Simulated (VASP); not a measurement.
# Zn: single point with PBE

The system is Zn, a slab with vacuum.

```
Zn
1.0
     2.63563    0.00000    0.00000
    -1.31781    2.28252    0.00000
     0.00000    0.00000   28.73130
Zn
6
Direct
  0.83333 0.16667 0.28356
  0.16667 0.83333 0.37140
  0.83333 0.16667 0.45657
  0.16667 0.83333 0.54343
  0.83333 0.16667 0.62860
  0.16667 0.83333 0.71644
```

| Quantity | Value |
| --- | --- |
| Program | VASP 6.6.1 |
| Task | single point |
| Functional | PBE |
| Potentials or basis | VASP PAW PBE potentials, release 64 (Zn) |
| Cutoff | 520 eV |
| k mesh | 16 × 16 × 1 |
| Occupations | fermi-dirac, width 0.08 eV |
| Spin | no spin polarisation |

- Largest force: 0.006 eV/Å
- Band gap on the k mesh: zero (bands 36 and 37 overlap by 4.02 eV)

Forces in eV/Å, atoms in the order of the input:
```
Zn   0.000  0.000 -0.006
Zn   0.000  0.000 -0.006
Zn   0.000  0.000  0.000
Zn   0.000  0.000  0.000
Zn   0.000  0.000  0.006
Zn   0.000  0.000  0.006
```

Levels at points of the mesh, in eV from the Fermi level:
```tsv
k point	band 34	band 35	band 36	band 37	band 38	band 39
(0.00, 0.00, 0.00)	-6.88	-5.88	-4.23	-2.77	-0.57	1.51
(0.50, 0.00, 0.00)	-1.79	-1.35	-1.26	0.58	0.74	1.31
```

Run time: 3.9 min on 1 thread of AMD EPYC 9R14 (Zen 4), on a shared host, peak memory 0.33 GiB.
